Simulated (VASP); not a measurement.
# BeS (F-43m) in VASP: settings compared, part 2 of 2

VASP 6.6.1. Earlier steps stand in the parts before.

## 5. Single point, r2SCAN0

This run uses another cell than the first one, of 14.43 Å³/atom.

Contents of POSCAR:

```
BeS
1.0
    0.0000000000      2.4343066371      2.4343066371
    2.4343066371      0.0000000000      2.4343066371
    2.4343066371      2.4343066371      0.0000000000
Be S
1 1
Direct
    0.0000000000      0.0000000000      0.0000000000
    0.2500000000      0.2500000000      0.2500000000
```

Contents of INCAR.step1:

```
PREC = Accurate
ENCUT = 520
EDIFF = 1E-5
ISMEAR = 0
SIGMA = 0.01
LREAL = False
LASPH = True
NELM = 80
ALGO = Normal
ISIF = 2
LWAVE = True
LCHARG = False
GGA = PE
NBANDS = 11
```

Contents of INCAR.step2:

```
PREC = Accurate
ENCUT = 520
EDIFF = 1E-6
ISMEAR = 0
SIGMA = 0.01
LREAL = False
LASPH = True
NELM = 80
ALGO = Normal
ISIF = 2
LWAVE = False
LCHARG = False
METAGGA = R2SCAN
LHFCALC = True
AEXX = 0.25
LMIXTAU = True
PRECFOCK = Normal
ISTART = 1
NBANDS = 11
```

Contents of KPOINTS:

```
regular mesh
0
Gamma
  6 6 6
```

Command:

```console
$ cat potpaw_PBE.64/Be/POTCAR potpaw_PBE.64/S/POTCAR > POTCAR
$ cp INCAR.step1 INCAR
$ mpirun -np 1 vasp_std > vasp.out
$ cp INCAR.step2 INCAR
$ mpirun -np 1 vasp_std > vasp.out
```

It took 15 min on 1 thread of Intel Xeon 8259CL, shared host; peak memory 0.17 GiB.

The run converged. Its results:

| Quantity | Value |
| --- | --- |
| Free energy | -15.5189 eV |
| Pressure | -0.8 GPa |
| Band gap on the k mesh | 5.07 eV (least direct gap 7.97 eV) |

Levels at points of the mesh, in eV from the valence-band top:
| k point | band 2 | band 3 | band 4 | band 5 | band 6 | band 7 |
| --- | --- | --- | --- | --- | --- | --- |
| (0.00, 0.00, 0.00) | 0.00 | 0.00 | 0.00 | 7.97 | 7.97 | 7.97 |
| (0.50, 0.00, 0.00) | -6.44 | -1.13 | -1.13 | 7.67 | 8.87 | 8.87 |
| (0.50, 0.50, 0.00) | -5.63 | -2.90 | -2.90 | 5.07 | 6.99 | 15.86 |

Caveat: the PAW data sets were made with another functional, which shifts forces and pressure a little. A k mesh can miss the band edges.

## 6. Relaxation of cell and atoms, HSE06

This run uses another cell than the first one, of 14.43 Å³/atom.

POSCAR is that of step 5.

Contents of INCAR.step1:

```
SYSTEM = BeS
PREC     = Accurate       ! precision mode
ENCUT    = 600            ! plane-wave cutoff, eV
EDIFF    = 1E-5           ! SCF threshold, eV
ISMEAR   = -1             ! smearing method
SIGMA    = 0.02           ! smearing width, eV
LREAL    = .False.        ! projectors in reciprocal space
LASPH    = .True.         ! aspherical terms in the spheres
NELM     = 100            ! most SCF steps
ALGO     = Normal         ! electronic algorithm
LWAVE    = .True.         ! write WAVECAR
LCHARG   = .False.        ! write CHGCAR
GGA      = PE             ! functional
NBANDS   = 11             ! bands
```

Contents of INCAR.step2:

```
SYSTEM = BeS
PREC     = Accurate       ! precision mode
ENCUT    = 600            ! plane-wave cutoff, eV
EDIFF    = 1E-7           ! SCF threshold, eV
ISMEAR   = -1             ! smearing method
SIGMA    = 0.02           ! smearing width, eV
LREAL    = .False.        ! projectors in reciprocal space
LASPH    = .True.         ! aspherical terms in the spheres
NELM     = 100            ! most SCF steps
ALGO     = Normal         ! electronic algorithm
ISIF     = 3              ! what is computed and relaxed
LWAVE    = .False.        ! write WAVECAR
LCHARG   = .False.        ! write CHGCAR
GGA      = PE             ! functional
LHFCALC  = .True.         ! exact exchange
HFSCREEN = 0.2079         ! screening, 1/A
PRECFOCK = Normal       
IBRION   = 2              ! ionic algorithm
NSW      = 80             ! ionic steps
EDIFFG   = -0.005         ! ionic threshold
ISTART   = 1
```

Contents of KPOINTS:

```
regular mesh
0
Gamma
  6 6 6
  0 0 0
```

Potentials or basis: VASP PAW PBE potentials, release 64 (Be, S).

Command:

```console
$ cat potpaw_PBE.64/Be/POTCAR potpaw_PBE.64/S/POTCAR > POTCAR
$ cp INCAR.step1 INCAR
$ mpirun -np 1 vasp_std > vasp.out
$ cp INCAR.step2 INCAR
$ mpirun -np 1 vasp_std > vasp.out
```

OUTCAR:

```text
SYSTEM = BeS
   PREC = Accurate
   ENCUT = 600
   EDIFF = 1E-7
   ISMEAR = -1
   LREAL = .False.
   LASPH = .True.
   NELM = 100
   ISIF = 3
   GGA = PE
   LHFCALC = .True.
   HFSCREEN = 0.2079
   PRECFOCK = Normal
   IBRION = 2
   NSW = 80
   EDIFFG = -0.005
   ISTART = 1

 ion  position               nearest neighbor table
   1  0.000  0.000  0.000-   2 2.11   2 2.11   2 2.11   2 2.11
   2  0.250  0.250  0.250-   1 2.11   1 2.11   1 2.11   1 2.11

  LATTYP: Found a face centered cubic cell.
 ALAT       =     4.8686132742

  Lattice vectors:

[... 180 lines left out ...]

  FORCE on cell =-STRESS in cart. coord.  units (eV):
  Direction    XX          YY          ZZ          XY          YZ          ZX
  --------------------------------------------------------------------------------------
  -------------------------------------------------------------------------------------
  Total       -0.1842425     -0.1842425     -0.1842425      0.0000000      0.0000000      0.0000000
  in kB      -10.2316235    -10.2316235    -10.2316235      0.0000000      0.0000000      0.0000000
  external PRESSURE =     -10.2316235 kB  Pullay stress =       0.0000000 kB
[... 59 lines left out ...]
--------------------------------------- Ionic step        3  -------------------------------------------

 number of electron       7.9999999 magnetization

 Free energy of the ion-electron system (eV)
  ---------------------------------------------------
  ext. energy  EPLUGINS =         0.00000000
  ---------------------------------------------------
  free energy    TOTEN  =       -11.38860299 eV

  energy without entropy =      -11.38860299  energy(sigma->0) =      -11.38860299

 E-fermi :   3.9899     XC(G=0):  -8.0847

 val. band max:        3.5113468290   @ k =   0.0000   0.0000   0.0000
 cond. band min:       7.5636388321   @ k =   0.5000   0.5000   0.0000
 fundamental gap:      4.0522920032
 Fermi energy:         3.9898736152

 k-point     1 :       0.0000    0.0000    0.0000
  band No.  band energies     occupation
      1     -11.5682      2.00000
      2       3.5113      2.00000
      3       3.5113      2.00000
      4       3.5113      2.00000
      5      10.3762      0.00000
      6      10.3762      0.00000
      7      10.3762      0.00000
      8      10.5679      0.00000
[... 192 lines left out ...]
  FREE ENERGIE OF THE ION-ELECTRON SYSTEM (eV)
  ---------------------------------------------------
  free  energy   TOTEN  =       -11.3886029878 eV

  energy  without entropy=      -11.3886029878  energy(sigma->0) =      -11.38860299

 reached required accuracy - stopping structural energy minimisation
```

OSZICAR.step1:

```text
N       E                     dE             d eps       ncg     rms          rms(c)
DAV:   1     0.228657041921E+02    0.22866E+02   -0.39933E+03   352   0.690E+02
DAV:   2    -0.884927974860E+01   -0.31715E+02   -0.29961E+02   456   0.125E+02
DAV:   3    -0.101724741034E+02   -0.13232E+01   -0.13203E+01   452   0.252E+01
DAV:   4    -0.101802223457E+02   -0.77482E-02   -0.77472E-02   441   0.220E+00
DAV:   5    -0.101802939836E+02   -0.71638E-04   -0.71637E-04   459   0.211E-01    0.556E+00
DAV:   6    -0.100483050429E+02    0.13199E+00   -0.11926E-01   409   0.164E+00    0.380E+00
DAV:   7    -0.100093337925E+02    0.38971E-01   -0.11496E-01   430   0.177E+00    0.101E+00
DAV:   8    -0.100105741609E+02   -0.12404E-02   -0.65226E-03   460   0.413E-01    0.142E-01
DAV:   9    -0.100106708244E+02   -0.96663E-04   -0.50736E-04   445   0.144E-01    0.285E-02
DAV:  10    -0.100107151309E+02   -0.44306E-04   -0.77769E-05   423   0.496E-02    0.101E-02
DAV:  11    -0.100107198485E+02   -0.47176E-05   -0.17079E-05   444   0.213E-02
   1 F= -.10010720E+02 E0= -.10010720E+02  d E =-.624510E-12
```

Run time: 46 min. Hardware: 1 thread of Intel Xeon 8259CL, shared host; peak memory 0.27 GiB.

What came out:

```
Free energy                           : -11.3886 eV
Relaxed volume                        : 14.27 Å³/atom
Relaxed cell                          : a = 3.431 Å, b = 3.431 Å, c = 3.431 Å, α = 60.00°, β = 60.00°, γ = 60.00°
Space group after relaxing (to 0.1 Å) : F-43m (No. 216)
Energy gained by relaxing             : 0.5 meV/atom
Ionic steps                           : 3
Pressure after relaxing               : 0.0 GPa
Band gap on the k mesh                : 4.05 eV (least direct gap 6.86 eV)
```

The path:
| step | energy change (eV) | largest force (eV/Å) | pressure (GPa) | volume (Å³) |
| --- | --- | --- | --- | --- |
| 1 | 0.0000 | 0.0000 | -1.02 | 28.85 |
| 2 | -0.0009 | 0.0000 | 0.28 | 28.47 |
| 3 | -0.0010 | 0.0000 | 0.01 | 28.55 |

Final structure:
```
Be S
1.0
     0.00000    2.42574    2.42574
     2.42574    0.00000    2.42574
     2.42574    2.42574    0.00000
Be S
1 1
Direct
  0.00000 0.00000 0.00000
  0.25000 0.25000 0.25000
```

Caveat: the PAW data sets were made with another functional, which shifts forces and pressure a little. A k mesh can miss the band edges.

## 7. The runs side by side

| task | level | cell | k mesh | cutoff (eV) | smearing | grid for exact exchange (PRECFOCK) | share of exact exchange | screening parameter | gap on the mesh (eV) | pressure (GPa) |
| --- | --- | --- | --- | --- | --- | --- | --- | --- | --- | --- |
| single point | r2SCAN | a = 3.510 Å, angles 60.0°, 2 atoms | 8 × 8 × 8 | 660 | gaussian 0.01 eV | - | - | - | 3.72 | -4.9 |
| single point | r2SCAN | a = 3.443 Å, angles 60.0°, 2 atoms | 10 × 10 × 10 | 660 | gaussian 0.01 eV | - | - | - | 3.60 | 0.3 |
| single point | HSE06 | a = 3.443 Å, angles 60.0°, 2 atoms | 6 × 6 × 6 | 520 | gaussian 0.01 eV | Normal | 0.25 | 0.2079 1/Å | 4.08 | -1.1 |
| single point | r2SCAN0 | a = 3.443 Å, angles 60.0°, 2 atoms | 6 × 6 × 6 | 520 | gaussian 0.01 eV | Normal | 0.25 | - | 5.07 | -0.8 |
| relaxation of cell and atoms | HSE06 | relaxed from a = 3.443 Å, angles 60.0°, 2 atoms | 6 × 6 × 6 | 600 | fermi-dirac 0.02 eV | Normal | 0.25 | 0.2079 1/Å | 4.05 | 0.0 |

Alike in all rows: potentials or basis VASP PAW PBE potentials, release 64 (Be, S); no spin polarisation.

Caveats: the PAW data sets were made with another functional, which shifts forces and pressure a little; the cell stands under tension (at least some runs).

Absolute energies hang on the potentials; compare differences alone.
